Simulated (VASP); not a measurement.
Set up this calculation in VASP 6.6.1, as the native input.

```
Task                   : single point
Functional             : PBE
Potentials or basis    : VASP PAW PBE potentials, release 64 (Ca_sv, Se)
Cutoff                 : 520 eV
k mesh                 : 6 × 6 × 6
Occupations            : fermi-dirac, width 0.02 eV
Spin                   : no spin polarisation
Dipole correction      : no
Further INCAR settings : ALGO = Normal; EDIFF = 1e-06; NBANDS = 15
```

The structure of CaSe lies in POSCAR:

```
CaSe
1.0
    0.0000000000      3.2795613709      3.2795613709
    3.4697759304      0.0000000000      3.2795613709
    3.4697759304      3.2795613709      0.0000000000
Ca Se
1 1
Direct
    0.0000000000      0.0000000000      0.0000000000
    0.2500000000      0.2500000000      0.2500000000
```

This cell differs from its parent crystal: uniaxial x strain +5.8%.

The input as run:

INCAR

```
ALGO = Normal
EDIFF = 1E-6
ENCUT = 520
GGA = PE
ISIF = 2
ISMEAR = -1
LASPH = True
LCHARG = False
LREAL = False
LWAVE = False
NBANDS = 15
NELM = 100
PREC = Accurate
SIGMA = 0.02
```

KPOINTS

```
k-points
0
Gamma
  6 6 6
```

Potentials or basis: VASP PAW PBE potentials, release 64 (Ca_sv, Se).

Command:

```console
$ cat potpaw_PBE.64/Ca_sv/POTCAR potpaw_PBE.64/Se/POTCAR > POTCAR
$ mpirun -np 1 vasp_std > vasp.out
```

It gave:

```json
{
  "Pressure": "-1.3 GPa",
  "Band gap on the k mesh": "2.94 eV (least direct gap 3.07 eV)"
}
```

Caveat: the cell differs from its parent crystal (uniaxial x strain +5.8%); the structure was generated, so it needn't be the stable form of CaSe.

Wall time 19 s on 1 thread of Intel(R) Xeon(R) Platinum 8488C (Sapphire Rapids), on a shared host, peak memory 0.21 GiB.
